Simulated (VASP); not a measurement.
# CuI in VASP: single point with SCAN

Aim: the single point of CuI with SCAN.

Program: VASP 6.6.1. These are calculated values, not measurements. Logs are shortened: lines on timing, memory, paths and dates and some standing lists are left out, and cuts for length are marked.

### Step 1. The cell of the first run

The cell holds a sheet with vacuum, 4 atoms: a = 4.090 Å, b = 4.090 Å, c = 19.367 Å, α = 90.00°, β = 90.00°, γ = 90.00°.

### Step 2. Single point, SCAN

Contents of POSCAR:

```
CuI
1.0
    4.0901961900      0.0000000000      0.0000000000
    0.0000000000     -4.0901961900      0.0000000000
    0.0000000000      0.0000000000    -19.3669992164
I Cu
2 2
Direct
    0.0000000000      0.0000000000      0.5869261980
    0.5000000000      0.5000000000      0.4130738020
    0.5000000000      0.0000000000      0.5000000000
    0.0000000000      0.5000000000      0.5000000000
```

Contents of INCAR.step1:

```
SYSTEM = CuI
ALGO = Normal
DIPOL = 0.5 0.5 0.500
EDIFF = 1E-5
EFERMI = MIDGAP
ENCUT = 440
GGA = PE
GGA_COMPAT = .FALSE.
IDIPOL = 3
ISIF = 0
ISMEAR = 0
LASPH = .TRUE.
LCHARG = .TRUE.
LDIPOL = .TRUE.
LREAL = .FALSE.
LWAVE = .TRUE.
NELM = 100
NELMDL = -8
PREC = Accurate
SIGMA = 0.03
```

Contents of INCAR.step2:

```
SYSTEM = CuI
ALGO = All
DIPOL = 0.5 0.5 0.500
EDIFF = 1E-6
EFERMI = MIDGAP
ENCUT = 440
GGA_COMPAT = .FALSE.
IDIPOL = 3
ISEARCH = 1
ISIF = 0
ISMEAR = 0
ISTART = 1
LASPH = .TRUE.
LCHARG = .FALSE.
LDIPOL = .TRUE.
LMIXTAU = .TRUE.
LREAL = .FALSE.
LWAVE = .FALSE.
METAGGA = SCAN
NELM = 100
NELMDL = -8
PREC = Accurate
SIGMA = 0.03
```

Contents of KPOINTS:

```
k-points
0
Gamma
  4 4 1
```

Potentials or basis: VASP PAW PBE potentials, release 64 (I, Cu).

On the command line:

```
cat potpaw_PBE.64/I/POTCAR potpaw_PBE.64/Cu/POTCAR > POTCAR
cp INCAR.step1 INCAR
mpirun -np 1 vasp_std > vasp.out
cp INCAR.step2 INCAR
mpirun -np 1 vasp_std > vasp.out
```

OUTCAR:

```text
SYSTEM = CuI
   EDIFF = 1E-6
   EFERMI = MIDGAP
   ENCUT = 440
   ISIF = 0
   ISMEAR = 0
   ISTART = 1
   LASPH = .TRUE.
   LREAL = .FALSE.
   METAGGA = SCAN
   NELM = 100
   NELMDL = -8
   PREC = Accurate

 Found      6 irreducible k-points:

 Following reciprocal coordinates:
            Coordinates               Weight
  0.000000  0.000000  0.000000      1.000000
  0.250000  0.000000  0.000000      4.000000
  0.500000  0.000000  0.000000      2.000000
  0.250000  0.250000  0.000000      4.000000
  0.500000  0.250000  0.000000      4.000000
  0.500000  0.500000  0.000000      1.000000
   k-points           NKPTS =      6   k-points in BZ     NKDIM =      6   number of bands    NBANDS=     22
   number of dos      NEDOS =    301   number of ions     NIONS =      4
   total plane-waves  NPLWV = 109760
   dimension x,y,z NGX =    28 NGY =   28 NGZ =  140
   dimension x,y,z NGXF=    56 NGYF=   56 NGZF=  280
   ions per type =               2   2
   NGX,Y,Z   is equivalent  to a cutoff of  11.38, 11.38, 12.02 a.u.
   NGXF,Y,Z  is equivalent  to a cutoff of  22.76, 22.76, 24.04 a.u.
 SYSTEM =  CuI
   PREC   = accura    normal or accurate (medium, high low for compatibility)
   ISTART =      1    job   : 0-new  1-cont  2-samecut
   ICHARG =      0    charge: 1-file 2-atom 10-const
   ISPIN  =      1    spin polarized calculation?
   LNONCOLLINEAR =      F non collinear calculations
   LSORBIT =      F    spin-orbit coupling
   LASPH  =      T    aspherical Exc in radial PAW
   ENCUT  =  440.0 eV  32.34 Ry    5.69 a.u.   7.00  7.00 33.12*2*pi/ulx,y,z
   NELM   =    100;   NELMIN=  2; NELMDL= -8     # of ELM steps
   EDIFF  = 0.1E-05   stopping-criterion for ELM
   LREAL  =      F    real-space projection
   EDIFFG = 0.1E-04   stopping-criterion for IOM
   NSW    =      0    number of steps for IOM
   IBRION =     -1    ionic relax: 0-MD 1-quasi-New 2-CG
   NFREE  =      0    steps in history (QN), initial steepest desc. (CG)
   ISIF   =      0    stress and relaxation
   ISYM   =      2    0-nonsym 1-usesym 2-fastsym
   POTIM  = 0.5000    time-step for ionic-motion
   TEBEG  =    0.0;   TEEND  =   0.0 temperature during run

   SCALEE = 1.0000    scale energy and forces
   PSTRESS=    0.0 pullay stress
   NELECT =      36.0000    total number of electrons
   NUPDOWN=      -1.0000    fix difference up-down
   EMIN   =  10.00;   EMAX   =-10.00  energy-range for DOS
   EFERMI =   0.00;   METHOD = MIDGAP
   ISMEAR =     0;   SIGMA  =   0.03  broadening in eV -4-tet -1-fermi 0-gaus
   EFERMI_NEDOS =   21; number of points for ismear=-14 and -15
   IALGO  =     58    algorithm
   IMIX   =      4    mixing-type and parameters
     AMIX     =   0.40;   BMIX     =  1.00
     AMIX_MAG =   1.60;   BMIX_MAG =  1.00
  volume/ion in A,a.u.               =      81.00       546.62
  Fermi-wavevector in a.u.,A,eV,Ry     =   0.787032  1.487274  8.427702  0.619419
  Thomas-Fermi vector in A             =   1.891690
   LORBIT       =      0    0 simple, 1 ext, 2 COOP (PROOUT), +10 PAW based schemes
   METAGGA = SCAN    functional components
   LHFCALC =     F    Hartree Fock is set to
   AEXX    =    0.0000 exact exchange contribution
   IVDW    =     0    specifies the selected vdW correction
   LEPSILON=     F    determine dielectric tensor
   LRPA    =     F    only Hartree local field effects (RPA)

   CSHIFT  =0.1000    complex shift for real part using Kramers Kronig

   OMEGAMAX=  -1.0    maximum frequency
 non-spin polarized calculation
 Gauss-broadening in eV      SIGMA  =   0.03
  energy-cutoff  :      440.00
  volume of cell :      324.00
 maximum number of plane-waves:      6844
 NGX is ok and might be reduce to    28
   NGX = 13   NGY = 13   NGZ = 67

 number of electron      35.9999925 magnetization

 DIPCOR: dipole corrections for dipol
 direction  3 min pos     1,
 dipolmoment           0.000000      0.000000     -0.000000 electrons x Angstroem
 Tr[quadrupol]      -143.444856

 energy correction for charged system         0.000000 eV

 dipol+quadrupol energy correction           -0.000000 eV

 added-field ion interaction          0.000000 eV  (added to PSCEN)

 Free energy of the ion-electron system (eV)
  ---------------------------------------------------
  ext. energy  EPLUGINS =         0.00000000
  ---------------------------------------------------
  free energy    TOTEN  =      -104.16052557 eV

  energy without entropy =     -104.16052557  energy(sigma->0) =     -104.16052557

 E-fermi :  -0.6134     XC(G=0):  -3.5180

 val. band max:       -1.8542771879   @ k =   0.0000   0.0000   0.0000
 cond. band min:       0.6685559737   @ k =   0.0000   0.0000   0.0000
 fundamental gap:      2.5228331616
 Fermi energy:        -0.6134393420

 k-point     1 :       0.0000    0.0000    0.0000
  band No.  band energies     occupation
      1     -16.0329      2.00000
      2     -15.5392      2.00000
      3      -7.3325      2.00000
      4      -5.9369      2.00000
      5      -5.4608      2.00000
      6      -5.4608      2.00000
[... 14 lines left out ...]
     21       1.9751      0.00000
     22       3.0974      0.00000

 k-point     2 :       0.2500    0.0000    0.0000
  band No.  band energies     occupation
      1     -15.8303      2.00000
      2     -15.4647      2.00000
      3      -7.1606      2.00000
      4      -6.3657      2.00000
      5      -5.9294      2.00000
      6      -5.5595      2.00000
[... 14 lines left out ...]
     21       2.7700      0.00000
     22       3.5415      0.00000

 k-point     3 :       0.5000    0.0000    0.0000
  band No.  band energies     occupation
      1     -15.4980      2.00000
      2     -15.4980      2.00000
      3      -7.2167      2.00000
      4      -7.2167      2.00000
      5      -5.7765      2.00000
      6      -5.7765      2.00000
[... 14 lines left out ...]
     21       3.6066      0.00000
     22       3.6066      0.00000

 k-point     4 :       0.2500    0.2500    0.0000
  band No.  band energies     occupation
      1     -15.6453      2.00000
      2     -15.3750      2.00000
      3      -7.0422      2.00000
      4      -6.3618      2.00000
      5      -6.0176      2.00000
      6      -5.9662      2.00000
[... 14 lines left out ...]
     21       2.3944      0.00000
     22       3.2070      0.00000

 k-point     5 :       0.5000    0.2500    0.0000
  band No.  band energies     occupation
      1     -15.3619      2.00000
      2     -15.3619      2.00000
      3      -7.1321      2.00000
      4      -7.1321      2.00000
      5      -5.7757      2.00000
      6      -5.7757      2.00000
[... 14 lines left out ...]
     21       2.5428      0.00000
     22       2.5428      0.00000

 k-point     6 :       0.5000    0.5000    0.0000
  band No.  band energies     occupation
      1     -15.2147      2.00000
      2     -15.2147      2.00000
      3      -7.2728      2.00000
      4      -7.2728      2.00000
      5      -5.7966      2.00000
      6      -5.7966      2.00000
[... 14 lines left out ...]
     21       1.9040      0.00000
     22       1.9040      0.00000

------------------------ aborting loop because EDIFF is reached ----------------------------------------

 vacuum level on the upper side and lower side of the slab       (xc-potential included)        -0.006        -0.006

 VOLUME and BASIS-vectors are now :
 -----------------------------------------------------------------------------
  energy-cutoff  :      440.00
  volume of cell :      324.00
      direct lattice vectors                 reciprocal lattice vectors
     4.090196190  0.000000000  0.000000000     0.244487050  0.000000000  0.000000000
     0.000000000 -4.090196190  0.000000000     0.000000000 -0.244487050  0.000000000
     0.000000000  0.000000000-19.366999216     0.000000000  0.000000000 -0.051634225

 POSITION                                       TOTAL-FORCE (eV/Angst)
 -----------------------------------------------------------------------------------
      0.00000      0.00000    -11.36700         0.000000      0.000000      0.048555
      2.04510     -2.04510     -8.00000         0.000000     -0.000000     -0.048555
      2.04510      0.00000     -9.68350         0.000000      0.000000      0.000000
      0.00000     -2.04510     -9.68350         0.000000      0.000000      0.000000
 -----------------------------------------------------------------------------------
    total drift:                                0.000000      0.000000     -0.000000

  FREE ENERGIE OF THE ION-ELECTRON SYSTEM (eV)
  ---------------------------------------------------
  free  energy   TOTEN  =      -104.1605255735 eV

  energy  without entropy=     -104.1605255735  energy(sigma->0) =     -104.16052557

 vacuum level on the upper side and lower side of the slab         3.039         3.039
```

OUTCAR.step1:

```text
SYSTEM = CuI
   EDIFF = 1E-5
   EFERMI = MIDGAP
   ENCUT = 440
   GGA = PE
   ISIF = 0
   ISMEAR = 0
   LASPH = .TRUE.
[... 273 lines left out ...]
      2.04510      0.00000     -9.68350         0.000000      0.000000      0.000000
      0.00000     -2.04510     -9.68350         0.000000     -0.000000      0.000000
 -----------------------------------------------------------------------------------
    total drift:                                0.000000      0.000000     -0.000000

  FREE ENERGIE OF THE ION-ELECTRON SYSTEM (eV)
  ---------------------------------------------------
  free  energy   TOTEN  =       -11.0669192166 eV

  energy  without entropy=      -11.0669192166  energy(sigma->0) =      -11.06691922

 vacuum level on the upper side and lower side of the slab         2.723         2.723
```

Run time: 3.1 min. Hardware: 1 thread of Intel Xeon 6975P-C (Granite Rapids), shared host; peak memory 0.37 GiB.

What came out:

| Quantity | Value |
| --- | --- |
| Free energy | -104.1605 eV |
| Largest force | 0.049 eV/Å |
| Band gap on the k mesh | 2.52 eV |

Forces on the atoms (eV/Å):
```
I    0.000  0.000  0.049
I    0.000  0.000 -0.049
Cu   0.000  0.000  0.000
Cu   0.000  0.000  0.000
```

Caveat: the PAW data sets were made with another functional, which shifts forces and pressure a little; spin-orbit coupling is left out, which moves the levels of the heavy elements.
